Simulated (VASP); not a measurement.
# CsPbBr3 (Pm-3m) in VASP: a series of runs

The runs below take CsPbBr3 through single point, with LDA, PBEsol, PBE, r2SCAN.

Program: VASP 6.6.1. These are calculated values, not measurements. Logs are shortened: lines on timing, memory, paths and dates and some standing lists are left out, and cuts for length are marked.

### Step 1. The cell of the first run

The structure is cubic, space group Pm-3m (No. 221). The conventional cell has a = 5.764 Å, b = 5.764 Å, c = 5.764 Å, α = 90.00°, β = 90.00°, γ = 90.00°. Pb (site symmetry m-3m) has 6 Br at 2.88 Å within 3.8 Å. Within 5.3 Å of Cs (site symmetry m-3m) lie 12 Br at 4.08 Å and 8 Pb at 4.99 Å. Br (site symmetry 4/mmm) has 2 Pb at 2.88 Å within 3.8 Å.

### Step 2. Single point, LDA

Input file INCAR:

```
SYSTEM = CsPbBr3
  PREC = Accurate
  ENCUT = 520
  EDIFF = 1E-6
  ISMEAR = -1
  SIGMA = 0.05
  LREAL = .FALSE.
  LASPH = .TRUE.
  NELM = 100
  ALGO = Normal
  ISIF = 2
  LWAVE = .FALSE.
  LCHARG = .FALSE.
  GGA = CA
  NBANDS = 30
```

Input file KPOINTS:

```
regular mesh
0
G
  5 5 5
  0 0 0
```

Input file POSCAR:

```
CsPbBr3
1.0
    5.7637834319      0.0000000000      0.0000000000
    0.0000000000      5.7637834319      0.0000000000
    0.0000000000      0.0000000000      5.7637834319
Pb Cs Br
1 1 3
Direct
    0.5000000000      0.5000000000      0.5000000000
    0.0000000000      0.0000000000      0.0000000000
    0.5000000000      0.5000000000      0.0000000000
    0.5000000000      0.0000000000      0.5000000000
    0.0000000000      0.5000000000      0.5000000000
```

Potentials or basis: VASP PAW LDA potentials, release 64 (Pb_d, Cs_sv, Br).

Launch:

```console
$ cat potpaw_LDA.64/Pb_d/POTCAR potpaw_LDA.64/Cs_sv/POTCAR potpaw_LDA.64/Br/POTCAR > POTCAR
$ mpirun -np 1 vasp_std > vasp.out
```

OUTCAR:

```text
SYSTEM = CsPbBr3
   PREC = Accurate
   ENCUT = 520
   EDIFF = 1E-6
   ISMEAR = -1
   LREAL = .FALSE.
   LASPH = .TRUE.
   NELM = 100
   ISIF = 2
   GGA = CA

 ion  position               nearest neighbor table
   1  0.500  0.500  0.500-   3 2.88   4 2.88   5 2.88   3 2.88   4 2.88   5 2.88
   2  0.000  0.000  0.000-
   3  0.500  0.500  0.000-   1 2.88   1 2.88
   4  0.500  0.000  0.500-   1 2.88   1 2.88
   5  0.000  0.500  0.500-   1 2.88   1 2.88

  LATTYP: Found a simple cubic cell.
 ALAT       =     5.7637834319

  Lattice vectors:

 A1 = (   5.7637834319,   0.0000000000,   0.0000000000)
 A2 = (   0.0000000000,   5.7637834319,   0.0000000000)
 A3 = (   0.0000000000,   0.0000000000,   5.7637834319)

Analysis of symmetry for initial positions (statically):
=====================================================================
 Subroutine PRICEL returns:
 Original cell was already a primitive cell.

 Routine SETGRP: Setting up the symmetry group for a
 simple cubic supercell.

 Subroutine GETGRP returns: Found 48 space group operations
[... 9 lines left out ...]

 Routine SETGRP: Setting up the symmetry group for a
 simple cubic supercell.

 Subroutine GETGRP returns: Found 48 space group operations
[... 11 lines left out ...]
                                     Primitive cell

  volume of cell :     191.4798

  direct lattice vectors                    reciprocal lattice vectors
     5.763783432  0.000000000  0.000000000     0.173497150  0.000000000  0.000000000
     0.000000000  5.763783432  0.000000000     0.000000000  0.173497150  0.000000000
     0.000000000  0.000000000  5.763783432     0.000000000  0.000000000  0.173497150

  length of vectors
     5.763783432  5.763783432  5.763783432     0.173497150  0.173497150  0.173497150

  position of ions in fractional coordinates (direct lattice)
     0.500000000  0.500000000  0.500000000
     0.000000000  0.000000000  0.000000000
     0.500000000  0.500000000  0.000000000
     0.500000000  0.000000000  0.500000000
     0.000000000  0.500000000  0.500000000

  ion indices of the primitive-cell ions
   primitive index   ion index
                 1           1
                 2           2
                 3           3
                 4           4
                 5           5

----------------------------------------------------------------------------------------

 KPOINTS: regular mesh
[... 49 lines left out ...]
   LSORBIT =      F    spin-orbit coupling
   LASPH  =      T    aspherical Exc in radial PAW
   ENCUT  =  520.0 eV  38.22 Ry    6.18 a.u.  10.72 10.72 10.72*2*pi/ulx,y,z
   NELM   =    100;   NELMIN=  2; NELMDL= -5     # of ELM steps
   EDIFF  = 0.1E-05   stopping-criterion for ELM
   LREAL  =      F    real-space projection
   EDIFFG = 0.1E-04   stopping-criterion for IOM
   NSW    =      0    number of steps for IOM
   IBRION =     -1    ionic relax: 0-MD 1-quasi-New 2-CG
   NFREE  =      0    steps in history (QN), initial steepest desc. (CG)
   ISIF   =      2    stress and relaxation
   ISYM   =      2    0-nonsym 1-usesym 2-fastsym
   POTIM  = 0.5000    time-step for ionic-motion
   TEBEG  =    0.0;   TEEND  =   0.0 temperature during run
   PSTRESS=    0.0 pullay stress
   NELECT =      44.0000    total number of electrons
   NUPDOWN=      -1.0000    fix difference up-down
   EMIN   =  10.00;   EMAX   =-10.00  energy-range for DOS
   EFERMI =   0.00;   METHOD = LEGACY
   ISMEAR =    -1;   SIGMA  =   0.05  broadening in eV -4-tet -1-fermi 0-gaus
   EFERMI_NEDOS =   21; number of points for ismear=-14 and -15
   IALGO  =     38    algorithm
   IMIX   =      4    mixing-type and parameters
     AMIX     =   0.40;   BMIX     =  1.00
     AMIX_MAG =   1.60;   BMIX_MAG =  1.00
  volume/ion in A,a.u.               =      38.30       258.43
  Fermi-wavevector in a.u.,A,eV,Ry     =   1.002732  1.894888 13.680261  1.005471
  Thomas-Fermi vector in A             =   2.135238
   LORBIT       =      0    0 simple, 1 ext, 2 COOP (PROOUT), +10 PAW based schemes
   GGA     = CA    functional components
   LHFCALC =     F    Hartree Fock is set to
   AEXX    =    0.0000 exact exchange contribution
   IVDW    =     0    specifies the selected vdW correction
   LEPSILON=     F    determine dielectric tensor
   LRPA    =     F    only Hartree local field effects (RPA)
 non-spin polarized calculation
  energy-cutoff  :      520.00
  volume of cell :      191.48
 maximum number of plane-waves:      5177
 NGX is ok and might be reduce to    48
   NGX = 21   NGY = 21   NGZ = 21

 number of electron      44.0000012 magnetization

 Free energy of the ion-electron system (eV)
  ---------------------------------------------------
  ext. energy  EPLUGINS =         0.00000000
  ---------------------------------------------------
  free energy    TOTEN  =       -17.86515413 eV

  energy without entropy =      -17.86515413  energy(sigma->0) =      -17.86515413

 E-fermi :   2.1126     XC(G=0):  -8.2853

 val. band max:        1.0470686065   @ k =   0.4000   0.4000   0.4000
 cond. band min:       3.4823234902   @ k =   0.4000   0.4000   0.4000
 fundamental gap:      2.4352548838
 Fermi energy:         2.1125567424

 k-point     1 :       0.0000    0.0000    0.0000
  band No.  band energies     occupation
      1     -19.8303      2.00000
      2     -15.2814      2.00000
      3     -15.2814      2.00000
      4     -15.0422      2.00000
      5     -15.0422      2.00000
      6     -15.0422      2.00000
[... 319 lines left out ...]
     29       6.6963      0.00000
     30       7.7073      0.00000

------------------------ aborting loop because EDIFF is reached ----------------------------------------

  FORCE on cell =-STRESS in cart. coord.  units (eV):
  Direction    XX          YY          ZZ          XY          YZ          ZX
  --------------------------------------------------------------------------------------
  -------------------------------------------------------------------------------------
  Total        0.0546427      0.0546427      0.0546427     -0.0000000     -0.0000000     -0.0000000
  in kB        0.4572145      0.4572145      0.4572145     -0.0000000     -0.0000000     -0.0000000
  external PRESSURE =       0.4572145 kB  Pullay stress =       0.0000000 kB

 VOLUME and BASIS-vectors are now :
 -----------------------------------------------------------------------------
  energy-cutoff  :      520.00
  volume of cell :      191.48
      direct lattice vectors                 reciprocal lattice vectors
     5.763783432  0.000000000  0.000000000     0.173497150  0.000000000  0.000000000
     0.000000000  5.763783432  0.000000000     0.000000000  0.173497150  0.000000000
     0.000000000  0.000000000  5.763783432     0.000000000  0.000000000  0.173497150

 POSITION                                       TOTAL-FORCE (eV/Angst)
 -----------------------------------------------------------------------------------
      2.88189      2.88189      2.88189         0.000000      0.000000      0.000000
      0.00000      0.00000      0.00000         0.000000      0.000000      0.000000
      2.88189      2.88189      0.00000         0.000000      0.000000      0.000000
      2.88189      0.00000      2.88189         0.000000      0.000000      0.000000
      0.00000      2.88189      2.88189         0.000000      0.000000      0.000000
 -----------------------------------------------------------------------------------
    total drift:                                0.000000     -0.000000     -0.000000

  FREE ENERGIE OF THE ION-ELECTRON SYSTEM (eV)
  ---------------------------------------------------
  free  energy   TOTEN  =       -17.8651541288 eV

  energy  without entropy=      -17.8651541287  energy(sigma->0) =      -17.86515413
```

OSZICAR:

```text
N       E                     dE             d eps       ncg     rms          rms(c)
DAV:   1     0.389744278395E+03    0.38974E+03   -0.18728E+04   600   0.131E+03
DAV:   2     0.343347902458E+02   -0.35541E+03   -0.33940E+03   660   0.303E+02
DAV:   3    -0.163937521977E+02   -0.50729E+02   -0.49781E+02   776   0.122E+02
DAV:   4    -0.182834701920E+02   -0.18897E+01   -0.18829E+01   738   0.276E+01
DAV:   5    -0.183424996769E+02   -0.59029E-01   -0.59010E-01   768   0.489E+00    0.477E+00
DAV:   6    -0.179171824581E+02    0.42532E+00   -0.67471E-01   888   0.849E+00    0.290E+00
DAV:   7    -0.178683865166E+02    0.48796E-01   -0.34881E-01   924   0.350E+00    0.985E-01
DAV:   8    -0.178662677388E+02    0.21188E-02   -0.50190E-02   862   0.179E+00    0.169E-01
DAV:   9    -0.178651676252E+02    0.11001E-02   -0.65559E-03   888   0.681E-01    0.885E-02
DAV:  10    -0.178651503414E+02    0.17284E-04   -0.52088E-04   756   0.155E-01    0.265E-02
DAV:  11    -0.178651546155E+02   -0.42740E-05   -0.76017E-05   922   0.588E-02    0.119E-02
DAV:  12    -0.178651541288E+02    0.48669E-06   -0.55116E-06   800   0.234E-02
   1 F= -.17865154E+02 E0= -.17865154E+02  d E =-.799793E-10
```

stdout:

```text
POSCAR found type information on POSCAR PbCsBr
 POSCAR found :  3 types and       5 ions
 scaLAPACK will be used
 LDA part: xc-table for (Slater(with rela. corr.)+CA(PZ))
 , standard interpolation
 POSCAR, INCAR and KPOINTS ok, starting setup
 FFT: planning ... GRIDC
 FFT: planning ... GRID_SOFT
 FFT: planning ... GRID
 WAVECAR not read
 entering main loop
```

It took 26 s on 1 thread of Intel Xeon 6975P-C (Granite Rapids), shared host; peak memory 0.28 GiB.

What came out:

```
Free energy            : -17.8652 eV
Pressure               : 0.0 GPa
Band gap on the k mesh : 2.44 eV, direct
```

Caveat: spin-orbit coupling is left out, which moves the levels of the heavy elements.

### Step 3. Single point, PBEsol

This run uses another cell than the first one, of 40.45 Å³/atom, 1.056 times its volume.

Input file INCAR:

```
PREC     = Accurate       # precision mode
ENCUT    = 520            # plane-wave cutoff, eV
EDIFF    = 1E-6           # SCF threshold, eV
ISMEAR   = -1             # smearing method
SIGMA    = 0.05           # smearing width, eV
LREAL    = False          # projectors in reciprocal space
LASPH    = True           # aspherical terms in the spheres
NELM     = 100            # most SCF steps
ALGO     = Normal         # electronic algorithm
ISIF     = 2              # what is computed and relaxed
LWAVE    = False          # write WAVECAR
LCHARG   = True           # write CHGCAR
GGA      = PS             # functional
LELF     = True           # ELF
LVHAR    = True         
NBANDS   = 30             # bands
```

Input file KPOINTS:

```
Automatic mesh
0
Gamma
  5 5 5
```

POSCAR: that of step 2 with these lines changed.

```diff
@@ -2,5 +2,5 @@
 1.0
-    5.7637834319      0.0000000000      0.0000000000
-    0.0000000000      5.7637834319      0.0000000000
-    0.0000000000      0.0000000000      5.7637834319
+    5.8700000000      0.0000000000      0.0000000000
+    0.0000000000      5.8700000000      0.0000000000
+    0.0000000000      0.0000000000      5.8700000000
 Pb Cs Br
```

Potentials or basis: VASP PAW PBE potentials, release 64 (Pb_d, Cs_sv, Br).

Launch:

```console
$ cat potpaw_PBE.64/Pb_d/POTCAR potpaw_PBE.64/Cs_sv/POTCAR potpaw_PBE.64/Br/POTCAR > POTCAR
$ mpirun -np 1 vasp_std > vasp.out
```

OUTCAR:

```text
PREC = Accurate
   ENCUT = 520
   EDIFF = 1E-6
   ISMEAR = -1
   LREAL = False
   LASPH = True
   NELM = 100
   ISIF = 2
   GGA = PS

 ion  position               nearest neighbor table
   1  0.500  0.500  0.500-   3 2.94   4 2.94   5 2.94   3 2.94   4 2.94   5 2.94
   2  0.000  0.000  0.000-
   3  0.500  0.500  0.000-   1 2.94   1 2.94
   4  0.500  0.000  0.500-   1 2.94   1 2.94
   5  0.000  0.500  0.500-   1 2.94   1 2.94

  LATTYP: Found a simple cubic cell.
 ALAT       =     5.8700000000

  Lattice vectors:

 A1 = (   5.8700000000,   0.0000000000,   0.0000000000)
 A2 = (   0.0000000000,   5.8700000000,   0.0000000000)
 A3 = (   0.0000000000,   0.0000000000,   5.8700000000)

Analysis of symmetry for initial positions (statically):
=====================================================================
 Subroutine PRICEL returns:
 Original cell was already a primitive cell.

 Routine SETGRP: Setting up the symmetry group for a
 simple cubic supercell.

 Subroutine GETGRP returns: Found 48 space group operations
[... 9 lines left out ...]

[... 144 lines left out ...]
  energy without entropy =      -16.82208660  energy(sigma->0) =      -16.82208660

 E-fermi :   1.6572     XC(G=0):  -7.8181

 val. band max:        0.5458485335   @ k =   0.4000   0.4000   0.4000
 cond. band min:       3.1213691397   @ k =   0.4000   0.4000   0.4000
 fundamental gap:      2.5755206062
 Fermi energy:         1.6571673278

 k-point     1 :       0.0000    0.0000    0.0000
  band No.  band energies     occupation
      1     -20.2489      2.00000
      2     -15.6095      2.00000
      3     -15.6095      2.00000
      4     -15.4364      2.00000
      5     -15.4364      2.00000
      6     -15.4364      2.00000
[... 319 lines left out ...]
     29       6.4572      0.00000
     30       7.4541      0.00000

------------------------ aborting loop because EDIFF is reached ----------------------------------------

  FORCE on cell =-STRESS in cart. coord.  units (eV):
  Direction    XX          YY          ZZ          XY          YZ          ZX
  --------------------------------------------------------------------------------------
  -------------------------------------------------------------------------------------
  Total       -0.0523653     -0.0523653     -0.0523653      0.0000000      0.0000000      0.0000000
  in kB       -0.4148010     -0.4148010     -0.4148010      0.0000000      0.0000000      0.0000000
  external PRESSURE =      -0.4148010 kB  Pullay stress =       0.0000000 kB

 VOLUME and BASIS-vectors are now :
 -----------------------------------------------------------------------------
  energy-cutoff  :      520.00
  volume of cell :      202.26
      direct lattice vectors                 reciprocal lattice vectors
     5.870000000  0.000000000  0.000000000     0.170357751  0.000000000  0.000000000
     0.000000000  5.870000000  0.000000000     0.000000000  0.170357751  0.000000000
     0.000000000  0.000000000  5.870000000     0.000000000  0.000000000  0.170357751

 POSITION                                       TOTAL-FORCE (eV/Angst)
 -----------------------------------------------------------------------------------
      2.93500      2.93500      2.93500         0.000000      0.000000      0.000000
      0.00000      0.00000      0.00000         0.000000      0.000000      0.000000
      2.93500      2.93500      0.00000         0.000000      0.000000      0.000000
      2.93500      0.00000      2.93500         0.000000      0.000000      0.000000
      0.00000      2.93500      2.93500         0.000000      0.000000      0.000000
 -----------------------------------------------------------------------------------
    total drift:                                0.000000     -0.000000     -0.000000

  FREE ENERGIE OF THE ION-ELECTRON SYSTEM (eV)
  ---------------------------------------------------
  free  energy   TOTEN  =       -16.8220866043 eV

  energy  without entropy=      -16.8220866042  energy(sigma->0) =      -16.82208660
```

OSZICAR:

```text
N       E                     dE             d eps       ncg     rms          rms(c)
DAV:   1     0.385002207210E+03    0.38500E+03   -0.18672E+04   600   0.130E+03
DAV:   2     0.279611222792E+02   -0.35704E+03   -0.34334E+03   716   0.291E+02
DAV:   3    -0.159418219141E+02   -0.43903E+02   -0.43646E+02   770   0.112E+02
DAV:   4    -0.172785198985E+02   -0.13367E+01   -0.13332E+01   762   0.253E+01
DAV:   5    -0.173233910220E+02   -0.44871E-01   -0.44857E-01   764   0.409E+00    0.448E+00
DAV:   6    -0.168550876932E+02    0.46830E+00   -0.75802E-01   932   0.907E+00    0.260E+00
DAV:   7    -0.168158968283E+02    0.39191E-01   -0.40181E-01   912   0.362E+00    0.912E-01
DAV:   8    -0.168214809829E+02   -0.55842E-02   -0.50052E-02   778   0.179E+00    0.196E-01
DAV:   9    -0.168218287433E+02   -0.34776E-03   -0.69255E-03   868   0.652E-01    0.936E-02
DAV:  10    -0.168219899914E+02   -0.16125E-03   -0.66243E-04   764   0.145E-01    0.448E-02
DAV:  11    -0.168220834058E+02   -0.93414E-04   -0.21533E-04   736   0.104E-01    0.122E-02
DAV:  12    -0.168220865845E+02   -0.31787E-05   -0.20222E-05   892   0.304E-02    0.973E-03
DAV:  13    -0.168220866043E+02   -0.19785E-07   -0.19211E-06   562   0.848E-03
   1 F= -.16822087E+02 E0= -.16822087E+02  d E =-.332099E-10
```

It took 34 s on 1 thread of Intel Xeon 6975P-C (Granite Rapids), shared host; peak memory 0.34 GiB.

What came out:

```
Free energy            : -16.8221 eV
Pressure               : 0.0 GPa
Band gap on the k mesh : 2.58 eV, direct
```

Levels at points of the mesh, in eV from the valence-band top:
| k point | band 19 | band 20 | band 21 | band 22 | band 23 | band 24 | band 25 | band 26 |
| --- | --- | --- | --- | --- | --- | --- | --- | --- |
| (0.00, 0.00, 0.00) | -1.52 | -1.40 | -1.40 | -1.40 | 3.53 | 4.67 | 4.67 | 5.42 |

Caveat: the PAW data sets were made with another functional, which shifts forces and pressure a little; spin-orbit coupling is left out, which moves the levels of the heavy elements. PBEsol gaps usually lie below the measured ones, often by a third to a half.

### Step 4. Single point, PBE

This run uses another cell than the first one, of 43.17 Å³/atom, 1.127 times its volume.

Input file INCAR:

```
  ALGO = Normal
  EDIFF = 1E-6
  ENCUT = 520
  GGA = PE
  ISIF = 2
  ISMEAR = -1
  LASPH = True
  LCHARG = False
  LREAL = False
  LWAVE = False
  NBANDS = 30
  NELM = 100
  PREC = Accurate
  SIGMA = 0.05
```

Input file KPOINTS:

```
k-points
0
Gamma
  5 5 5
```

POSCAR: that of step 3 with these lines changed.

```diff
@@ -2,5 +2,5 @@
 1.0
-    5.8700000000      0.0000000000      0.0000000000
-    0.0000000000      5.8700000000      0.0000000000
-    0.0000000000      0.0000000000      5.8700000000
+    5.9987558253      0.0000000000      0.0000000000
+    0.0000000000      5.9987558253      0.0000000000
+    0.0000000000      0.0000000000      5.9987558253
 Pb Cs Br
```

Launch:

```console
$ cat potpaw_PBE.64/Pb_d/POTCAR potpaw_PBE.64/Cs_sv/POTCAR potpaw_PBE.64/Br/POTCAR > POTCAR
$ mpirun -np 1 vasp_std > vasp.out
```

It took 30 s on 1 thread of Intel Xeon 6975P-C (Granite Rapids), shared host; peak memory 0.34 GiB.

The run converged. Its results:

```yaml
Free_energy: -15.9061 eV
Pressure: 0.0 GPa
Band_gap_on_the_k_mesh: 2.74 eV, direct
```

Levels at points of the mesh, in eV from the valence-band top:
```
           k point  band 20  band 21  band 22  band 23  band 24  band 25
(0.00, 0.00, 0.00)    -1.12    -1.12    -1.12     3.82     5.02     5.02
```

Caveat: spin-orbit coupling is left out, which moves the levels of the heavy elements. A hybrid or GW would open this gap; PBE tends to underestimate it.

(Continued in part 2 of 2.)
